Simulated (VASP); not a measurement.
The system is Rh.

```xyz
1
Lattice="0.0000 1.8851 1.8851 1.8851 0.0000 1.8851 1.8851 1.8851 0.0000" Properties=species:S:1:pos:R:3 pbc="T T T"
Rh    0.0000    0.0000    0.0000
```

Base run:

| Quantity | Value |
| --- | --- |
| Program | VASP 6.6.1 |
| Functional | r2SCAN |
| Potentials or basis | VASP PAW PBE potentials, release 64 (Rh_pv) |
| Cutoff | 520 eV |
| k mesh | 12 × 12 × 12 |
| Occupations | fermi-dirac, width 0.05 eV |
| Spin | no spin polarisation |

Its results: pressure 8.3 GPa.

Task: The run is repeated on the same cell with these changes: potentials or basis from VASP PAW PBE potentials, release 64 (Rh_pv) to VASP PAW PBE potentials, release 64 (Rh_sv_GW); cutoff from 520 eV to 580 eV; valence electrons from 15 to 17. What comes out?

Result: Pressure 5.2 GPa.

Caveats: the PAW data sets were made with another functional, which shifts forces and pressure a little.
